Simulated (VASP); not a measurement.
Set up this calculation in VASP 6.6.1, as the native input.

| Property | Result |
| --- | --- |
| Task | single point |
| Functional | r2SCAN |
| Potentials or basis | VASP PAW PBE potentials, release 64 (Sb) |
| Cutoff | 520 eV |
| k mesh | 14 × 14 × 14 |
| Occupations | gaussian, width 0.1 eV |
| Spin | no spin polarisation |
| Dipole correction | no |
| Further INCAR settings | ALGO = Normal; EDIFF = 1e-06; NBANDS = 8 |

Crystal: Sb.

```
CELL_PARAMETERS angstrom
3.14809 0.00000 0.00000
0.00000 3.14809 0.00000
0.00000 0.00000 3.14809
ATOMIC_POSITIONS crystal
Sb 0.00000 0.00000 0.00000
```

This cell differs from its parent crystal: volume scaled by 1.06.

One way to write it, as run:

POSCAR

```
Sb
1.0
    3.1480875922      0.0000000000      0.0000000000
    0.0000000000      3.1480875922      0.0000000000
    0.0000000000      0.0000000000      3.1480875922
Sb
1
Direct
    0.0000000000      0.0000000000      0.0000000000
```

INCAR.step1

```
ALGO = Normal
EDIFF = 1E-4
ENCUT = 520
GGA = PE
ISMEAR = 0
LASPH = T
LCHARG = F
LREAL = F
LWAVE = T
NBANDS = 8
NELM = 60
PREC = Accurate
SIGMA = 0.1
```

INCAR.step2

```
ALGO = Normal
EDIFF = 1E-6
ENCUT = 520
ISIF = 2
ISMEAR = 0
ISTART = 1
LASPH = T
LCHARG = F
LMIXTAU = T
LREAL = F
LWAVE = F
METAGGA = R2SCAN
NBANDS = 8
NELM = 60
PREC = Accurate
SIGMA = 0.1
```

KPOINTS

```
k-points
0
Gamma
  14 14 14
```

Potentials or basis: VASP PAW PBE potentials, release 64 (Sb).

Launch:

```sh
$ cat potpaw_PBE.64/Sb/POTCAR > POTCAR
$ cp INCAR.step1 INCAR
$ mpirun -np 1 vasp_std > vasp.out
$ cp INCAR.step2 INCAR
$ mpirun -np 1 vasp_std > vasp.out
```

Results of the run:

```yaml
Pressure: -3.0 GPa
```

Caveat: the PAW data sets were made with another functional, which shifts forces and pressure a little.

It took 19 s on 1 thread of Intel(R) Xeon(R) 6975P-C (Granite Rapids), on a shared host, peak memory 0.16 GiB.
